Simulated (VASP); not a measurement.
# Mg (P6_3/mmc) in VASP: single point with PBEsol

Aim: the single point of Mg with PBEsol.

All numbers are computed with VASP 6.6.1; they aren't measurements. Logs are shortened: lines on timing, memory, paths and dates and some standing lists are left out, and cuts for length are marked.

## Step 1: The cell of the first run

The structure is hexagonal, space group P6_3/mmc (No. 194). The conventional cell has a = 4.035 Å, b = 4.035 Å, c = 6.432 Å, α = 90.00°, β = 90.00°, γ = 120.00°. Mg (site symmetry -6m2) has 12 Mg at 3.97 to 4.03 Å within 5.2 Å.

## Step 2: Single point, PBEsol

INCAR reads:

```
SYSTEM = Mg
ALGO = Normal
EDIFF = 1E-6
ENCUT = 600
GGA = PS
GGA_COMPAT = .False.
ISIF = 2
ISMEAR = -1
LASPH = .True.
LCHARG = .False.
LREAL = .False.
LWAVE = .False.
NBANDS = 9
NELM = 120
PREC = Accurate
SIGMA = 0.3
```

KPOINTS reads:

```
k-points
0
Gamma
  5 5 3
  0 0 0
```

POSCAR reads:

```
Mg
1.0
    4.0346224100      0.0000000000      0.0000000000
   -2.0173112000      3.4940855000      0.0000000000
    0.0000000000      0.0000000000      6.4322941800
Mg
2
Direct
    0.6666666667      0.3333333333      0.4957548500
    0.3333333333      0.6666666667      0.9957548500
```

Potentials or basis: VASP PAW PBE potentials, release 64 (Mg).

Launch:

```sh
> cat potpaw_PBE.64/Mg/POTCAR > POTCAR
> mpirun -np 1 vasp_std > vasp.out
```

OUTCAR:

```text
SYSTEM = Mg
   EDIFF = 1E-6
   ENCUT = 600
   GGA = PS
   ISIF = 2
   ISMEAR = -1
   LASPH = .True.
   LREAL = .False.
   NELM = 120
   PREC = Accurate

 ion  position               nearest neighbor table
   1  0.667  0.333  0.496-
   2  0.333  0.667  0.996-

  LATTYP: Found a hexagonal cell.
 ALAT       =     4.0346224100
 C/A-ratio  =     1.5942741418

  Lattice vectors:

 A1 = (   4.0346224100,   0.0000000000,   0.0000000000)
 A2 = (  -2.0173112000,   3.4940855000,   0.0000000000)
 A3 = (   0.0000000000,   0.0000000000,   6.4322941800)

Analysis of symmetry for initial positions (statically):
=====================================================================
 Subroutine PRICEL returns:
 Original cell was already a primitive cell.

 Routine SETGRP: Setting up the symmetry group for a
 hexagonal supercell.

 Subroutine GETGRP returns: Found 24 space group operations
 (whereof  6 operations were pure point group operations)
 out of a pool of 24 trial point group operations.

The static configuration has the point symmetry C_3v.
 The point group associated with its full space group is D_6h.

Analysis of symmetry for dynamics (positions and initial velocities):
=====================================================================
 Subroutine PRICEL returns:
 Original cell was already a primitive cell.

 Routine SETGRP: Setting up the symmetry group for a
 hexagonal supercell.

 Subroutine GETGRP returns: Found 24 space group operations
 (whereof  6 operations were pure point group operations)
 out of a pool of 24 trial point group operations.

The dynamic configuration has the point symmetry C_3v.
 The point group associated with its full space group is D_6h.

 Subroutine INISYM returns: Found 24 space group operations
 (whereof  6 operations are pure point group operations),
 and found     1 'primitive' translations

----------------------------------------------------------------------------------------

                                     Primitive cell

  volume of cell :      90.6781

  direct lattice vectors                    reciprocal lattice vectors
     4.034622410  0.000000000  0.000000000     0.247854669  0.143098959  0.000000000
    -2.017311200  3.494085500  0.000000000     0.000000000  0.286197919  0.000000000
     0.000000000  0.000000000  6.432294180     0.000000000  0.000000000  0.155465526

  length of vectors
     4.034622410  4.034622406  6.432294180     0.286197919  0.286197919  0.155465526

  position of ions in fractional coordinates (direct lattice)
     0.666666667  0.333333333  0.495754850
     0.333333333  0.666666667  0.995754850

  ion indices of the primitive-cell ions
   primitive index   ion index
                 1           1
                 2           2

----------------------------------------------------------------------------------------

 KPOINTS: k-points

Automatic generation of k-mesh.
 Grid dimensions read from file:
 generate k-points for:    5    5    3

 Generating k-lattice:

  Cartesian coordinates                     Fractional coordinates (reciprocal lattice)
     0.049570934  0.028619792  0.000000000     0.200000000  0.000000000  0.000000000
     0.000000000  0.057239584  0.000000000     0.000000000  0.200000000  0.000000000
     0.000000000  0.000000000  0.051821842     0.000000000  0.000000000  0.333333333

  Length of vectors
     0.057239584  0.057239584  0.051821842

  Shift w.r.t. Gamma in fractional coordinates (k-lattice)
     0.000000000  0.000000000  0.000000000

 Subroutine IBZKPT returns following result:
 ===========================================

 Found     10 irreducible k-points:

 Following reciprocal coordinates:
            Coordinates               Weight
  0.000000  0.000000  0.000000      1.000000
  0.200000 -0.000000  0.000000      6.000000
  0.400000 -0.000000  0.000000      6.000000
  0.200000  0.200000  0.000000      6.000000
  0.400000  0.200000  0.000000      6.000000
  0.000000  0.000000  0.333333      2.000000
  0.200000 -0.000000  0.333333     12.000000
  0.400000 -0.000000  0.333333     12.000000
  0.200000  0.200000  0.333333     12.000000
  0.400000  0.200000  0.333333     12.000000
   k-points           NKPTS =     10   k-points in BZ     NKDIM =     10   number of bands    NBANDS=      9
   number of dos      NEDOS =    301   number of ions     NIONS =      2
   total plane-waves  NPLWV =  55296
   dimension x,y,z NGX =    32 NGY =   32 NGZ =   54
   dimension x,y,z NGXF=    64 NGYF=   64 NGZF=  108
   ions per type =               2
   NGX,Y,Z   is equivalent  to a cutoff of  13.19, 13.19, 13.96 a.u.
   NGXF,Y,Z  is equivalent  to a cutoff of  26.37, 26.37, 27.91 a.u.
 SYSTEM =  Mg
   PREC   = accura    normal or accurate (medium, high low for compatibility)
   ISTART =      0    job   : 0-new  1-cont  2-samecut
   ICHARG =      2    charge: 1-file 2-atom 10-const
   ISPIN  =      1    spin polarized calculation?
   LNONCOLLINEAR =      F non collinear calculations
   LSORBIT =      F    spin-orbit coupling
   LASPH  =      T    aspherical Exc in radial PAW
   ENCUT  =  600.0 eV  44.10 Ry    6.64 a.u.   8.06  8.06 12.85*2*pi/ulx,y,z
   NELM   =    120;   NELMIN=  2; NELMDL= -5     # of ELM steps
   EDIFF  = 0.1E-05   stopping-criterion for ELM
   LREAL  =      F    real-space projection
   EDIFFG = 0.1E-04   stopping-criterion for IOM
   NSW    =      0    number of steps for IOM
   IBRION =     -1    ionic relax: 0-MD 1-quasi-New 2-CG
   NFREE  =      0    steps in history (QN), initial steepest desc. (CG)
   ISIF   =      2    stress and relaxation
   ISYM   =      2    0-nonsym 1-usesym 2-fastsym
   POTIM  = 0.5000    time-step for ionic-motion
   TEBEG  =    0.0;   TEEND  =   0.0 temperature during run
   PSTRESS=    0.0 pullay stress
   NELECT =       4.0000    total number of electrons
   NUPDOWN=      -1.0000    fix difference up-down
   EMIN   =  10.00;   EMAX   =-10.00  energy-range for DOS
   EFERMI =   0.00;   METHOD = LEGACY
   ISMEAR =    -1;   SIGMA  =   0.30  broadening in eV -4-tet -1-fermi 0-gaus
   EFERMI_NEDOS =   21; number of points for ismear=-14 and -15
   IALGO  =     38    algorithm
   IMIX   =      4    mixing-type and parameters
     AMIX     =   0.40;   BMIX     =  1.00
     AMIX_MAG =   1.60;   BMIX_MAG =  1.00
  volume/ion in A,a.u.               =      45.34       305.96
  Fermi-wavevector in a.u.,A,eV,Ry     =   0.578443  1.093099  4.552462  0.334597
  Thomas-Fermi vector in A             =   1.621751
   LORBIT       =      0    0 simple, 1 ext, 2 COOP (PROOUT), +10 PAW based schemes
   GGA     = PS    functional components
   LHFCALC =     F    Hartree Fock is set to
   AEXX    =    0.0000 exact exchange contribution
   IVDW    =     0    specifies the selected vdW correction
   LEPSILON=     F    determine dielectric tensor
   LRPA    =     F    only Hartree local field effects (RPA)
 non-spin polarized calculation
  energy-cutoff  :      600.00
  volume of cell :       90.68
 maximum number of plane-waves:      3058
   NGX = 17   NGY = 17   NGZ = 25

 number of electron       4.0000000 magnetization

 Free energy of the ion-electron system (eV)
  ---------------------------------------------------
  ext. energy  EPLUGINS =         0.00000000
  ---------------------------------------------------
  free energy    TOTEN  =        -2.09926752 eV

  energy without entropy =       -1.71766160  energy(sigma->0) =       -1.90846456

 E-fermi :  -0.1809     XC(G=0):  -6.6324

 val. band max:       -0.2581903399   @ k =   0.4000  -0.0000   0.0000
 cond. band min:       0.1243831118   @ k =   0.2000   0.2000   0.0000
 fundamental gap:      0.3825734516
 Fermi energy:        -0.1808849760

 k-point     1 :       0.0000    0.0000    0.0000
  band No.  band energies     occupation
      1      -4.6013      2.00000
      2      -1.2964      1.95260
      3      -0.7231      1.71806
      4       6.3806      0.00000
      5       6.3806      0.00000
      6       7.1552      0.00000
      7       7.1552      0.00000
      8       7.9966      0.00000
      9       8.3564      0.00000

 k-point     2 :       0.2000   -0.0000    0.0000
  band No.  band energies     occupation
      1      -4.1144      2.00000
      2      -0.8124      1.78279
      3      -0.2588      1.12914
      4       3.0558      0.00004
      5       4.9875      0.00000
      6       5.7588      0.00000
      7       6.3878      0.00000
      8       6.5965      0.00000
      9       7.6179      0.00000

 k-point     3 :       0.4000   -0.0000    0.0000
  band No.  band energies     occupation
      1      -2.6742      1.99951
      2      -0.2582      1.12813
      3       0.6886      0.10448
      4       1.1073      0.02693
      5       3.0115      0.00005
      6       3.5440      0.00001
      7       4.1066      0.00000
      8       5.0431      0.00000
      9       6.8703      0.00000

 k-point     4 :       0.2000    0.2000    0.0000
  band No.  band energies     occupation
      1      -3.1482      1.99990
      2       0.1244      0.53101
      3       0.6617      0.11373
      4       1.4849      0.00772
      5       1.9306      0.00175
      6       4.7870      0.00000
      7       4.9226      0.00000
      8       4.9299      0.00000
      9       5.9950      0.00000

 k-point     5 :       0.4000    0.2000    0.0000
  band No.  band energies     occupation
      1      -1.4539      1.97169
      2      -0.9910      1.87408
      3       1.2154      0.01886
      4       2.0573      0.00115
      5       2.1808      0.00076
      6       2.1859      0.00075
      7       2.8573      0.00008
      8       4.4083      0.00000
      9       5.1696      0.00000

 k-point     6 :       0.0000    0.0000    0.3333
  band No.  band energies     occupation
      1      -4.2006      2.00000
      2      -3.0081      1.99984
      3       1.7343      0.00337
      4       5.1082      0.00000
      5       6.7082      0.00000
      6       6.7082      0.00000
      7       7.3059      0.00000
      8       7.3059      0.00000
      9       8.2188      0.00000

 k-point     7 :       0.2000   -0.0000    0.3333
  band No.  band energies     occupation
      1      -3.7149      1.99998
      2      -2.5257      1.99919
      3       2.1873      0.00075
      4       3.4345      0.00001
      5       4.5468      0.00000
      6       5.3478      0.00000
      7       5.4921      0.00000
      8       6.4033      0.00000
      9       6.5068      0.00000

 k-point     8 :       0.4000   -0.0000    0.3333
  band No.  band energies     occupation
      1      -2.2791      1.99817
      2      -1.1101      1.91356
      3       0.1930      0.44669
      4       1.3358      0.01267
      5       3.5763      0.00001
      6       4.4708      0.00000
      7       5.3039      0.00000
      8       5.5472      0.00000
      9       5.8123      0.00000

 k-point     9 :       0.2000    0.2000    0.3333
  band No.  band energies     occupation
      1      -2.7514      1.99962
      2      -1.5706      1.98073
      3       1.8200      0.00253
      4       2.3001      0.00051
      5       2.9937      0.00005
      6       3.0314      0.00004
      7       3.5920      0.00001
      8       6.3249      0.00000
      9       7.7442      0.00000

 k-point    10 :       0.4000    0.2000    0.3333
  band No.  band energies     occupation
      1      -1.0663      1.90066
      2      -0.6271      1.63139
      3       0.1651      0.47974
      4       0.5879      0.14318
      5       1.6572      0.00436
      6       2.7784      0.00010
      7       4.7348      0.00000
      8       5.2457      0.00000
      9       7.2740      0.00000

------------------------ aborting loop because EDIFF is reached ----------------------------------------

  FORCE on cell =-STRESS in cart. coord.  units (eV):
  Direction    XX          YY          ZZ          XY          YZ          ZX
  --------------------------------------------------------------------------------------
  -------------------------------------------------------------------------------------
  Total       -2.9599643     -2.9599643     -3.0722687     -0.0000000     -0.0000000     -0.0000000
  in kB      -52.2991622    -52.2991621    -54.2834511     -0.0000001     -0.0000000     -0.0000000
  external PRESSURE =     -52.9605918 kB  Pullay stress =       0.0000000 kB

 VOLUME and BASIS-vectors are now :
 -----------------------------------------------------------------------------
  energy-cutoff  :      600.00
  volume of cell :       90.68
      direct lattice vectors                 reciprocal lattice vectors
     4.034622410  0.000000000  0.000000000     0.247854669  0.143098959  0.000000000
    -2.017311200  3.494085500  0.000000000     0.000000000  0.286197919  0.000000000
     0.000000000  0.000000000  6.432294180     0.000000000  0.000000000  0.155465526

 POSITION                                       TOTAL-FORCE (eV/Angst)
 -----------------------------------------------------------------------------------
      2.01731      1.16470      3.18884         0.000000      0.000000     -0.000000
      0.00000      2.32939      6.40499        -0.000000     -0.000000      0.000000
 -----------------------------------------------------------------------------------
    total drift:                                0.000000     -0.000000      0.000000

  FREE ENERGIE OF THE ION-ELECTRON SYSTEM (eV)
  ---------------------------------------------------
  free  energy   TOTEN  =        -2.0992675186 eV

  energy  without entropy=       -1.7176615982  energy(sigma->0) =       -1.90846456
```

Run time: 5.7 s. Hardware: 1 thread of AMD EPYC 9R45 (Zen 5), shared host; peak memory 0.18 GiB.

What came out:

| Property | Result |
| --- | --- |
| Free energy | -2.0993 eV |
| Pressure | -5.3 GPa |
| Band gap on the k mesh | zero (bands 2 and 3 overlap by 0.85 eV) |

Levels at points of the mesh, in eV from the Fermi level:
```csv
k point,band 1,band 2,band 3,band 4,band 5,band 6
"(0.00, 0.00, 0.00)",-4.42,-1.12,-0.54,6.56,6.56,7.34
```

Caveat: the cell stands under tension; so wide a smearing shifts energies and pressures; the PAW data sets were made with another functional, which shifts forces and pressure a little.
